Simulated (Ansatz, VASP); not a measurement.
# CaO in VASP and in Ansatz

File POSCAR:

```
CaO
1.0
    0.0000000000      2.4748350378      2.4748350378
    2.4748350378      0.0000000000      2.4748350378
    2.4748350378      2.4748350378      0.0000000000
Ca O
1 1
Direct
    0.0000000000      0.0000000000      0.0000000000
    0.5000000000      0.5000000000      0.5000000000
```

INCAR.step1

```
PREC     = Accurate       # precision mode
ENCUT    = 520            # plane-wave cutoff, eV
ISMEAR   = 0              # smearing method
SIGMA    = 0.02           # smearing width, eV
LREAL    = False          # projectors in reciprocal space
LASPH    = True           # aspherical terms in the spheres
NELM     = 100            # most SCF steps
NBANDS   = 15             # bands
GGA      = PE             # functional
ALGO     = Normal         # electronic algorithm
EDIFF    = 1E-4           # SCF threshold, eV
LWAVE    = True           # write WAVECAR
LCHARG   = False          # write CHGCAR
```

Contents of INCAR.step2:

```
PREC     = Accurate       # precision mode
ENCUT    = 520            # plane-wave cutoff, eV
EDIFF    = 1E-6           # SCF threshold, eV
ISMEAR   = 0              # smearing method
SIGMA    = 0.02           # smearing width, eV
LREAL    = False          # projectors in reciprocal space
LASPH    = True           # aspherical terms in the spheres
NELM     = 100            # most SCF steps
ALGO     = Normal         # electronic algorithm
ISIF     = 2              # what is computed and relaxed
LWAVE    = False          # write WAVECAR
LCHARG   = True           # write CHGCAR
METAGGA  = R2SCAN         # meta-GGA
LMIXTAU  = True         
LELF     = True           # ELF
LVHAR    = True         
NBANDS   = 15             # bands
ISTART   = 1
```

The input KPOINTS:

```
Automatic mesh
0
Gamma
  8 8 8
```

Input for Ansatz:

```yaml
crystal:
  lattice:
    - [0.0, 2.4748350378, 2.4748350378]
    - [2.4748350378, 0.0, 2.4748350378]
    - [2.4748350378, 2.4748350378, 0.0]
  atoms:
    - { symbol: Ca, position: [0.0, 0.0, 0.0] }
    - { symbol: O, position: [0.5, 0.5, 0.5] }
basis:
  ecutwfc: 500
kpoints:
  mp_grid: { grid: [8, 8, 8] }
hamiltonian:
  xc: r2scan
scf:
  occupations: { method: gaussian, width: 0.02 }
output:
  forces: true
  stress: true
  eigenvalues: true
```

Alike in both runs: task single point; functional r2SCAN; k mesh 8 × 8 × 8; occupations gaussian, width 0.02 eV; no spin polarisation.

|  | VASP | Ansatz |
| --- | --- | --- |
| version | VASP 6.6.1 | Ansatz 0.2.0 |
| potentials or method | VASP PAW PBE potentials, release 64 (Ca_sv, O), cutoff 520 eV | scalar-relativistic, plane waves, PAW |
| valence electrons in the cell | 16 | 16 |

Ansatz gave:

```
gap on the k mesh at the Fermi level (eV) : 4.20
least direct gap on the mesh (eV)         : 4.59
pressure (GPa)                            : -9.1
```

Q: Which values does VASP return?

A: gap on the k mesh at the Fermi level (eV): 4.19; least direct gap on the mesh (eV): 4.58; pressure (GPa): -8.4.

VASP's potentials were made for PBE, not for r2SCAN.
